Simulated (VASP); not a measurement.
Set up this calculation in VASP 6.6.1, as the native input.

| Quantity | Value |
| --- | --- |
| Task | relaxation of cell and atoms |
| Functional | r2SCAN |
| Potentials or basis | VASP PAW PBE potentials, release 64 (Al, O) |
| Cutoff | 600 eV |
| k mesh | 10 × 10 × 4 |
| Occupations | fermi-dirac, width 0.05 eV |
| Spin | no spin polarisation |
| Dipole correction | no |
| Further INCAR settings | ALGO = Normal; EDIFF = 1e-06; IBRION = 2; EDIFFG = -0.01; NSW = 60; ISIF = 3 |

Crystal: Al2O3.

```
Al O
1.0
     3.01748    0.00000    0.00000
    -1.50874    2.61322    0.00000
     0.00000    0.00000    7.57464
Al O
2 3
Cartesian
  0.0000 0.0000 5.4693
  0.0000 0.0000 2.1054
  0.0000 0.0000 3.7873
  1.5087 0.8711 6.0638
  0.0000 1.7421 1.5108
```

These files were run (other wordings do the same):

POSCAR

```
Al2O3
1.0
    3.0174825440      0.0000000000      0.0000000000
   -1.5087412720      2.6132165386      0.0000000000
    0.0000000000      0.0000000000      7.5746360022
Al O
2 3
Direct
    0.0000000000      0.0000000000      0.7220490000
    0.0000000000      0.0000000000      0.2779510000
    0.0000000000      0.0000000000      0.5000000000
    0.6666666667      0.3333333333      0.8005460000
    0.3333333333      0.6666666667      0.1994540000
```

INCAR.step1

```
SYSTEM = Al2O3
PREC = Accurate
ENCUT = 600
ISMEAR = -1
SIGMA = 0.05
LREAL = .False.
LASPH = .True.
NELM = 60
GGA = PE
ALGO = Normal
EDIFF = 1E-4
LWAVE = .True.
LCHARG = .False.
```

INCAR.step2

```
SYSTEM = Al2O3
PREC = Accurate
ENCUT = 600
EDIFF = 1E-6
ISMEAR = -1
SIGMA = 0.05
LREAL = .False.
LASPH = .True.
NELM = 60
ALGO = Normal
ISIF = 3
LWAVE = .False.
LCHARG = .False.
METAGGA = R2SCAN
LMIXTAU = .True.
IBRION = 2
NSW = 60
EDIFFG = -0.01
ISTART = 1
```

KPOINTS

```
regular mesh
0
Gamma
  10 10 4
  0 0 0
```

Potentials or basis: VASP PAW PBE potentials, release 64 (Al, O).

The run is started by

```sh
$ cat potpaw_PBE.64/Al/POTCAR potpaw_PBE.64/O/POTCAR > POTCAR
$ cp INCAR.step1 INCAR
$ mpirun -np 1 vasp_std > vasp.out
$ cp INCAR.step2 INCAR
$ mpirun -np 1 vasp_std > vasp.out
```

Results of the run:

```
Relaxed volume                         : 11.57 Å³/atom
Relaxed cell                           : a = 2.984 Å, b = 2.984 Å, c = 7.503 Å, α = 90.00°, β = 90.00°, γ = 120.00°
Space group after relaxing (to 0.05 Å) : P-3m1 (No. 164)
Energy gained by relaxing              : 7.9 meV/atom
Ionic steps                            : 7
Pressure after relaxing                : 0.0 GPa
Largest force after relaxing           : 0.003 eV/Å
Band gap on the k mesh                 : 3.12 eV, direct
```

Caveat: the PAW data sets were made with another functional, which shifts forces and pressure a little.

Run time: 6.2 min on 1 thread of Intel(R) Xeon(R) 6975P-C (Granite Rapids) (shared host), peak memory 0.23 GiB.
